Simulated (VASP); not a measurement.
A run of VASP 6.6.1 is set up as follows.

Contents of INCAR:

```
ALGO     = Normal         # electronic algorithm
EDIFF    = 1E-6           # SCF threshold, eV
ENCUT    = 520            # plane-wave cutoff, eV
GGA      = PE             # functional
ISIF     = 2              # what is computed and relaxed
ISMEAR   = 0              # smearing method
LASPH    = True           # aspherical terms in the spheres
LCHARG   = False          # write CHGCAR
LREAL    = False          # projectors in reciprocal space
LWAVE    = False          # write WAVECAR
NBANDS   = 23             # bands
NELM     = 100            # most SCF steps
PREC     = Accurate       # precision mode
SIGMA    = 0.1            # smearing width, eV
```

Contents of KPOINTS:

```
k-points
0
Gamma
  8 8 8
```

Contents of POSCAR:

```
Si2Se
1.0
    5.6561834580      0.0000000000      0.0000000000
    0.0000000000      5.6561834580      0.0000000000
    0.0000000000      0.0000000000      5.6561834580
Si Se
4 2
Direct
    0.7500000000      0.7500000000      0.7500000000
    0.2500000000      0.2500000000      0.7500000000
    0.2500000000      0.7500000000      0.2500000000
    0.7500000000      0.2500000000      0.2500000000
    0.0000000000      0.0000000000      0.0000000000
    0.5000000000      0.5000000000      0.5000000000
```

Potentials or basis: VASP PAW PBE potentials, release 64 (Si, Se).

Launch:

```sh
$ cat potpaw_PBE.64/Si/POTCAR potpaw_PBE.64/Se/POTCAR > POTCAR
$ mpirun -np 1 vasp_std > vasp.out
```

(1) Predict the pressure.

(2) Estimate the band gap on the k mesh.

## Answers

(1) 0.1 GPa.

(2) zero (band 14 reaches 3.28 eV, above the bottom of band 15 at 2.07 eV).
